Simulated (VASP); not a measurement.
Input of a VASP 6.6.1 run:

The input INCAR:

```
SYSTEM = La4ZrO
PREC = Accurate ; ENCUT = 520
EDIFF = 1E-6 ; ISMEAR = 0
SIGMA = 0.1 ; LREAL = .False.
LASPH = .True. ; NELM = 60
ALGO = Normal ; ISIF = 2
LWAVE = .False. ; LCHARG = .False.
GGA = PE ; NBANDS = 40
```

The input KPOINTS:

```
Automatic mesh
0
Gamma
  4 4 4
  0 0 0
```

Contents of POSCAR:

```
La4ZrO
1.0
    0.0000000000      4.8356792101      4.8356792101
    4.8356792101      0.0000000000      4.8356792101
    4.8356792101      4.8356792101      0.0000000000
La Zr O
4 1 1
Direct
    0.6145137904      0.6145137904      0.6145137904
    0.6145137904      0.6145137904      0.1564586289
    0.6145137904      0.1564586289      0.6145137904
    0.1564586289      0.6145137904      0.6145137904
    0.0000000000      0.0000000000      0.0000000000
    0.7500000000      0.7500000000      0.7500000000
```

Potentials or basis: VASP PAW PBE potentials, release 64 (La, Zr_sv, O).

Command:

```console
$ cat potpaw_PBE.64/La/POTCAR potpaw_PBE.64/Zr_sv/POTCAR potpaw_PBE.64/O/POTCAR > POTCAR
$ mpirun -np 1 vasp_std > vasp.out
```

**Question.** Predict the largest force.

**Answer.** 0.056 eV/Å.

**Question.** Estimate the pressure.

**Answer.** 0.1 GPa.

Forces on the atoms (eV/Å):
```
La   0.032  0.032  0.032
La  -0.032 -0.032  0.032
La  -0.032  0.032 -0.032
La   0.032 -0.032 -0.032
Zr   0.000  0.000  0.000
O    0.000  0.000  0.000
```
